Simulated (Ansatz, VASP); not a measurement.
## Se in VASP and in Ansatz

```
Se
1.0
     4.27707    0.00000    0.00000
    -2.13853    3.70405    0.00000
     0.00000    0.00000    4.85248
Se
3
Direct
  0.22540 0.00000 0.33333
  0.00000 0.22540 0.66667
  0.77460 0.77460 0.00000
```

Change from the starting cell: volume scaled by 0.94, crystal datasets.

Alike in both runs: task electric field gradients; functional PBEsol; k mesh 6 × 6 × 5; occupations fermi-dirac, width 0.03 eV; no spin polarisation.

|  | VASP | Ansatz |
| --- | --- | --- |
| version | VASP 6.6.1 | Ansatz 0.2.0 |
| potentials or method | VASP PAW PBE potentials, release 64 (Se), cutoff 520 eV | all-electron PAW with datasets made for the crystal, scalar-relativistic |

|  | VASP | Ansatz | Ansatz less VASP |
| --- | --- | --- | --- |
| gap on the k mesh at the Fermi level (eV) | 1.19 | 1.19 | +0.009 |
| pressure (GPa) | 4.5 | 4.2 | -0.28 |
| traceless stress, the component that is largest in VASP (GPa) | 2.64 | 2.53 | -0.107 |
| rms of the force components (eV/Å) | 0.601 | 0.563 | -0.0376 |
| size of Vzz on the site where it differs most (V/Å²) | 472.5 | 495.6 | +23.17 |

VASP's potentials were made for PBE, not for PBEsol. Atom by atom the forces differ by 0.038 eV/Å (rms over components). Ansatz ran all-electron here, and VASP with PAW potentials.
